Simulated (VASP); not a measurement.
# Au (Fm-3m) in VASP: single point with PBE

Aim: the single point of Au with PBE.

All numbers are computed with VASP 6.6.1; they aren't measurements. Logs are shortened: lines on timing, memory, paths and dates and some standing lists are left out, and cuts for length are marked.

**1. The cell of the first run**

The structure is cubic, space group Fm-3m (No. 225). The conventional cell has a = 4.158 Å, b = 4.158 Å, c = 4.158 Å, α = 90.00°, β = 90.00°, γ = 90.00°. Within 3.9 Å of Au (site symmetry m-3m) lie 12 Au at 2.94 Å.

**2. Single point, PBE**

File INCAR:

```
PREC     = Accurate       # precision mode
ENCUT    = 520            # plane-wave cutoff, eV
EDIFF    = 1E-6           # SCF threshold, eV
ISMEAR   = 0              # smearing method
SIGMA    = 0.1            # smearing width, eV
LREAL    = False          # projectors in reciprocal space
LASPH    = True           # aspherical terms in the spheres
NELM     = 60             # most SCF steps
ALGO     = Fast           # electronic algorithm
ISIF     = 2              # what is computed and relaxed
LWAVE    = False          # write WAVECAR
LCHARG   = True           # write CHGCAR
GGA      = PE             # functional
LELF     = True           # ELF
LVHAR    = True         
NBANDS   = 12             # bands
```

File KPOINTS:

```
regular mesh
0
Gamma
  18 18 18
```

File POSCAR:

```
Au
1.0
    0.0000000000      2.0789480831      2.0789480831
    2.0789480831      0.0000000000      2.0789480831
    2.0789480831      2.0789480831      0.0000000000
Au
1
Direct
    0.0000000000      0.0000000000      0.0000000000
```

Potentials or basis: VASP PAW PBE potentials, release 64 (Au).

Launch:

```
cat potpaw_PBE.64/Au/POTCAR > POTCAR
mpirun -np 1 vasp_std > vasp.out
```

OUTCAR:

```text
PREC = Accurate
   ENCUT = 520
   EDIFF = 1E-6
   ISMEAR = 0
   LREAL = False
   LASPH = True
   NELM = 60
   ISIF = 2
   GGA = PE

 ion  position               nearest neighbor table
   1  0.000  0.000  0.000-

  LATTYP: Found a face centered cubic cell.
 ALAT       =     4.1578961662

  Lattice vectors:

 A1 = (   0.0000000000,   2.0789480831,   2.0789480831)
 A2 = (   2.0789480831,   0.0000000000,   2.0789480831)
 A3 = (   2.0789480831,   2.0789480831,   0.0000000000)

Analysis of symmetry for initial positions (statically):
=====================================================================
 Subroutine PRICEL returns:
 Original cell was already a primitive cell.

 Routine SETGRP: Setting up the symmetry group for a
 face centered cubic supercell.

 Subroutine GETGRP returns: Found 48 space group operations
 (whereof 48 operations were pure point group operations)
 out of a pool of 48 trial point group operations.

The static configuration has the point symmetry O_h .

Analysis of symmetry for dynamics (positions and initial velocities):
=====================================================================
 Subroutine PRICEL returns:
 Original cell was already a primitive cell.

 Routine SETGRP: Setting up the symmetry group for a
 face centered cubic supercell.

 Subroutine GETGRP returns: Found 48 space group operations
 (whereof 48 operations were pure point group operations)
 out of a pool of 48 trial point group operations.

The dynamic configuration has the point symmetry O_h .

 Subroutine INISYM returns: Found 48 space group operations
 (whereof 48 operations are pure point group operations),
 and found     1 'primitive' translations

----------------------------------------------------------------------------------------

                                     Primitive cell

  volume of cell :      17.9705

  direct lattice vectors                    reciprocal lattice vectors
     0.000000000  2.078948083  2.078948083    -0.240506246  0.240506246  0.240506246
     2.078948083  0.000000000  2.078948083     0.240506246 -0.240506246  0.240506246
     2.078948083  2.078948083  0.000000000     0.240506246  0.240506246 -0.240506246

  length of vectors
     2.940076575  2.940076575  2.940076575     0.416569038  0.416569038  0.416569038

  position of ions in fractional coordinates (direct lattice)
     0.000000000  0.000000000  0.000000000

  ion indices of the primitive-cell ions
   primitive index   ion index
                 1           1

----------------------------------------------------------------------------------------

 KPOINTS: regular mesh

Automatic generation of k-mesh.
 Grid dimensions read from file:
 generate k-points for:   18   18   18

 Generating k-lattice:

  Cartesian coordinates                     Fractional coordinates (reciprocal lattice)
    -0.013361458  0.013361458  0.013361458     0.055555556  0.000000000  0.000000000
     0.013361458 -0.013361458  0.013361458     0.000000000  0.055555556  0.000000000
     0.013361458  0.013361458 -0.013361458     0.000000000  0.000000000  0.055555556

  Length of vectors
     0.023142724  0.023142724  0.023142724

  Shift w.r.t. Gamma in fractional coordinates (k-lattice)
     0.000000000  0.000000000  0.000000000

 Subroutine IBZKPT returns following result:
 ===========================================

 Found    195 irreducible k-points:

 Following reciprocal coordinates:
            Coordinates               Weight
  0.000000  0.000000  0.000000      1.000000
  0.055556  0.000000  0.000000      8.000000
  0.111111  0.000000  0.000000      8.000000
  0.166667  0.000000  0.000000      8.000000
  0.222222  0.000000  0.000000      8.000000
  0.277778  0.000000  0.000000      8.000000
[... 16 lines left out ...]
 -0.277778  0.055556  0.000000     24.000000
 -0.222222  0.055556  0.000000     24.000000
 [... further k-points ...]
   k-points           NKPTS =    195   k-points in BZ     NKDIM =    195   number of bands    NBANDS=     12
   number of dos      NEDOS =    301   number of ions     NIONS =      1
   total plane-waves  NPLWV =  13824
   dimension x,y,z NGX =    24 NGY =   24 NGZ =   24
   dimension x,y,z NGXF=    48 NGYF=   48 NGZF=   48
   ions per type =               1
   NGX,Y,Z   is equivalent  to a cutoff of  13.57, 13.57, 13.57 a.u.
   NGXF,Y,Z  is equivalent  to a cutoff of  27.14, 27.14, 27.14 a.u.
 SYSTEM =  unknown system
   PREC   = accura    normal or accurate (medium, high low for compatibility)
   ISTART =      0    job   : 0-new  1-cont  2-samecut
   ICHARG =      2    charge: 1-file 2-atom 10-const
   ISPIN  =      1    spin polarized calculation?
   LNONCOLLINEAR =      F non collinear calculations
   LSORBIT =      F    spin-orbit coupling
   LASPH  =      T    aspherical Exc in radial PAW
   ENCUT  =  520.0 eV  38.22 Ry    6.18 a.u.   5.47  5.47  5.47*2*pi/ulx,y,z
   NELM   =     60;   NELMIN=  2; NELMDL= -5     # of ELM steps
   EDIFF  = 0.1E-05   stopping-criterion for ELM
   LREAL  =      F    real-space projection
   EDIFFG = 0.1E-04   stopping-criterion for IOM
   NSW    =      0    number of steps for IOM
   IBRION =     -1    ionic relax: 0-MD 1-quasi-New 2-CG
   NFREE  =      0    steps in history (QN), initial steepest desc. (CG)
   ISIF   =      2    stress and relaxation
   ISYM   =      2    0-nonsym 1-usesym 2-fastsym
   POTIM  = 0.5000    time-step for ionic-motion
   TEBEG  =    0.0;   TEEND  =   0.0 temperature during run
   PSTRESS=    0.0 pullay stress
   NELECT =      11.0000    total number of electrons
   NUPDOWN=      -1.0000    fix difference up-down
   EMIN   =  10.00;   EMAX   =-10.00  energy-range for DOS
   EFERMI =   0.00;   METHOD = LEGACY
   ISMEAR =     0;   SIGMA  =   0.10  broadening in eV -4-tet -1-fermi 0-gaus
   EFERMI_NEDOS =   21; number of points for ismear=-14 and -15
   IALGO  =     68    algorithm
   IMIX   =      4    mixing-type and parameters
     AMIX     =   0.40;   BMIX     =  1.00
     AMIX_MAG =   1.60;   BMIX_MAG =  1.00
  volume/ion in A,a.u.               =      17.97       121.27
  Fermi-wavevector in a.u.,A,eV,Ry     =   1.390013  2.626743 26.288295  1.932135
  Thomas-Fermi vector in A             =   2.513988
   LORBIT       =      0    0 simple, 1 ext, 2 COOP (PROOUT), +10 PAW based schemes
   GGA     = PE    functional components
   LHFCALC =     F    Hartree Fock is set to
   AEXX    =    0.0000 exact exchange contribution
   IVDW    =     0    specifies the selected vdW correction
   LEPSILON=     F    determine dielectric tensor
   LRPA    =     F    only Hartree local field effects (RPA)
 non-spin polarized calculation
 RMM-DIIS sequential band-by-band and
 Gauss-broadening in eV      SIGMA  =   0.10
  energy-cutoff  :      520.00
  volume of cell :       17.97
 maximum number of plane-waves:       531
 NGX is ok and might be reduce to    24
   NGX = 11   NGY = 11   NGZ = 11

 number of electron      11.0000001 magnetization

 Free energy of the ion-electron system (eV)
  ---------------------------------------------------
  ext. energy  EPLUGINS =         0.00000000
  ---------------------------------------------------
  free energy    TOTEN  =        -3.22236577 eV

  energy without entropy =       -3.22109941  energy(sigma->0) =       -3.22173259

 E-fermi :   8.5659     XC(G=0): -12.4008

 val. band max:        8.5506408189   @ k =   0.5000   0.2778   0.1111
 cond. band min:       8.5948919964   @ k =   0.5000   0.1667   0.0556
 fundamental gap:      0.0442511774
 Fermi energy:         8.5659427705

 k-point     1 :       0.0000    0.0000    0.0000
  band No.  band energies     occupation
      1      -0.6930      2.00000
      2       4.1966      2.00000
      3       4.1966      2.00000
      4       4.1966      2.00000
      5       5.5751      2.00000
      6       5.5751      2.00000
      7      23.1956      0.00000
      8      26.8894      0.00000
      9      26.8894      0.00000
     10      26.8894      0.00000
     11      31.6284      0.00000
     12      35.7092      0.00000

 k-point     2 :       0.0556    0.0000    0.0000
  band No.  band energies     occupation
      1      -0.5901      2.00000
      2       4.1649      2.00000
      3       4.2311      2.00000
      4       4.2311      2.00000
      5       5.5600      2.00000
      6       5.5600      2.00000
      7      23.3076      0.00000
      8      26.1721      0.00000
      9      27.0011      0.00000
     10      27.0011      0.00000
     11      32.1898      0.00000
     12      34.4744      0.00000

 k-point     3 :       0.1111    0.0000    0.0000
  band No.  band energies     occupation
      1      -0.2893      2.00000
      2       4.0845      2.00000
      3       4.3210      2.00000
      4       4.3210      2.00000
      5       5.5294      2.00000
      6       5.5294      2.00000
      7      23.5193      0.00000
      8      24.7205      0.00000
      9      27.3120      0.00000
     10      27.3120      0.00000
     11      31.7554      0.00000
     12      33.8630      0.00000
[... 286 lines left out ...]
 k-point    23 :      -0.2778    0.0556    0.0000
  band No.  band energies     occupation
      1       1.5078      2.00000
      2       4.2550      2.00000
      3       4.4447      2.00000
      4       4.4481      2.00000
      5       5.7540      2.00000
      6       6.2400      2.00000
      7      17.6740      0.00000
      8      23.7497      0.00000
      9      26.0275      0.00000
     10      28.5062      0.00000
     11      29.8185      0.00000
     12      31.1908      0.00000

 k-point    24 :      -0.2222    0.0556    0.0000
  band No.  band energies     occupation
      1       1.0280      2.00000
      2       3.9676      2.00000
      3       4.4796      2.00000
      4       4.5118      2.00000
      5       5.4961      2.00000
      6       5.9342      2.00000
      7      19.8484      0.00000
      8      24.1058      0.00000
      9      26.6334      0.00000
     10      29.0704      0.00000
     11      29.3886      0.00000
     12      30.9426      0.00000

 [... further k-points ...]

------------------------ aborting loop because EDIFF is reached ----------------------------------------

  FORCE on cell =-STRESS in cart. coord.  units (eV):
  Direction    XX          YY          ZZ          XY          YZ          ZX
  --------------------------------------------------------------------------------------
  -------------------------------------------------------------------------------------
  Total       -0.0189375     -0.0189375     -0.0189375      0.0000000     -0.0000000     -0.0000000
  in kB       -1.6883866     -1.6883866     -1.6883866      0.0000000     -0.0000000     -0.0000000
  external PRESSURE =      -1.6883866 kB  Pullay stress =       0.0000000 kB

 VOLUME and BASIS-vectors are now :
 -----------------------------------------------------------------------------
  energy-cutoff  :      520.00
  volume of cell :       17.97
      direct lattice vectors                 reciprocal lattice vectors
     0.000000000  2.078948083  2.078948083    -0.240506246  0.240506246  0.240506246
     2.078948083  0.000000000  2.078948083     0.240506246 -0.240506246  0.240506246
     2.078948083  2.078948083  0.000000000     0.240506246  0.240506246 -0.240506246

 POSITION                                       TOTAL-FORCE (eV/Angst)
 -----------------------------------------------------------------------------------
      0.00000      0.00000      0.00000         0.000000      0.000000      0.000000
 -----------------------------------------------------------------------------------
    total drift:                               -0.000000     -0.000000     -0.000000

  FREE ENERGIE OF THE ION-ELECTRON SYSTEM (eV)
  ---------------------------------------------------
  free  energy   TOTEN  =        -3.2223657717 eV

  energy  without entropy=       -3.2210994125  energy(sigma->0) =       -3.22173259
```

It took 76 s on 1 thread of Intel Xeon 8259CL, shared host; peak memory 0.17 GiB.

What came out:

* Free energy: -3.2224 eV
* Pressure: -0.2 GPa

Levels at points of the mesh, in eV from the Fermi level:
| k point | band 4 | band 5 | band 6 | band 7 | band 8 | band 9 |
| --- | --- | --- | --- | --- | --- | --- |
| (0.00, 0.00, 0.00) | -4.37 | -2.99 | -2.99 | 14.63 | 18.32 | 18.32 |
| (0.50, 0.00, 0.00) | -1.90 | -1.90 | -0.66 | 2.84 | 14.07 | 16.78 |
| (0.50, 0.50, 0.00) | -1.60 | -1.60 | 1.22 | 5.40 | 9.90 | 9.90 |

Caveat: spin-orbit coupling is left out, which moves the levels of the heavy elements.
